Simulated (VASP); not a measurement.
A run of VASP 6.6.1 is set up as follows.

Contents of INCAR:

```
SYSTEM = Li
ALGO = Normal ; DIPOL = 0.5 0.5 0.500
EDIFF = 1E-6 ; EDIFFG = -0.03
ENCUT = 520 ; GGA = PE
IBRION = 2 ; IDIPOL = 3
ISIF = 2 ; ISMEAR = 0
LASPH = .TRUE. ; LCHARG = .FALSE.
LDIPOL = .TRUE. ; LREAL = .FALSE.
LWAVE = .FALSE. ; NELM = 80
NSW = 70 ; PREC = Accurate
SIGMA = 0.1
```

The input KPOINTS:

```
k-points
0
G
  10 10 1
  0 0 0
```

File POSCAR:

```
Li
1.0
    2.9725867989      0.0000000000      0.0000000000
   -0.9908622663      2.8025817109      0.0000000000
    0.0000000000      0.0000000000     18.8542139156
Li
3
Selective dynamics
Direct
    0.5000000000      0.5000000000      0.3712697878  F F F
    0.0000000000      0.0000000000      0.5000000000  T T T
    0.5000000000      0.5000000000      0.6287302122  T T T
```

Potentials or basis: VASP PAW PBE potentials, release 64 (Li_sv).

Run with:

```sh
$ cat potpaw_PBE.64/Li_sv/POTCAR > POTCAR
$ mpirun -np 1 vasp_std > vasp.out
```

Question: Estimate the energy gained by relaxing.

Answer: 1.5 meV/atom.

Final structure:
```yaml
crystal:
  lattice:
    - [2.97259, 0.00000, 0.00000]
    - [-0.99086, 2.80258, 0.00000]
    - [0.00000, 0.00000, 18.85421]
  atoms:
    - { symbol: Li, position: [0.50000, 0.50000, 0.37127] }
    - { symbol: Li, position: [0.00000, 0.00000, 0.49537] }
    - { symbol: Li, position: [0.50000, 0.50000, 0.61994] }
```
